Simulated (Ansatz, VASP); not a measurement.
KCl in VASP and in Ansatz

The input INCAR:

```
SYSTEM = KCl
  PREC = Accurate
  ENCUT = 520
  EDIFF = 1E-7
  ISMEAR = 0
  SIGMA = 0.05
  LREAL = .FALSE.
  LASPH = .TRUE.
  NELM = 80
  ALGO = Normal
  ISIF = 2
  LWAVE = .FALSE.
  LCHARG = .TRUE.
  GGA = PE
  LELF = .TRUE.
  LVHAR = .TRUE.
  NBANDS = 15
```

File KPOINTS:

```
regular mesh
0
G
  8 8 8
  0 0 0
```

POSCAR

```
KCl
1.0
    4.0529132608      0.0000000000      0.0000000000
    0.0000000000      4.0529132608      0.0000000000
    0.0000000000      0.0000000000      3.4449762717
K Cl
1 1
Direct
    0.0000000000      0.0000000000      0.0000000000
    0.5000000000      0.5000000000      0.5000000000
```

Input for Ansatz:

```yaml
crystal:
  lattice:
    - [4.0529132608, 0.0, 0.0]
    - [0.0, 4.0529132608, 0.0]
    - [0.0, 0.0, 3.4449762717]
  atoms:
    - { symbol: K, position: [0.0, 0.0, 0.0] }
    - { symbol: Cl, position: [0.5, 0.5, 0.5] }
basis:
  ecutwfc: 420
kpoints:
  mp_grid: { grid: [8, 8, 8] }
hamiltonian:
  xc: pbe
scf:
  occupations: { method: gaussian, width: 0.05 }
output:
  forces: true
  stress: true
  eigenvalues: true
```

Alike in both runs: task single point; functional PBE; k mesh 8 × 8 × 8; occupations gaussian, width 0.05 eV; no spin polarisation.

```csv
,VASP,Ansatz
version,VASP 6.6.1,Ansatz 0.2.0
potentials or method,"VASP PAW PBE potentials, release 64 (K_sv, Cl), cutoff 520 eV","scalar-relativistic, plane waves, PAW"
valence electrons in the cell,16,16
```

|  | VASP | Ansatz | Ansatz less VASP |
| --- | --- | --- | --- |
| gap on the k mesh at the Fermi level (eV) | 3.95 | 3.94 | -0.002 |
| least direct gap on the mesh (eV) | 4.06 | 4.06 | -0.002 |
| pressure (GPa) | 0.1 | 0.1 | -0.01 |
| traceless stress, the component that is largest in VASP (GPa) | 4.98 | 4.99 | +0.008 |
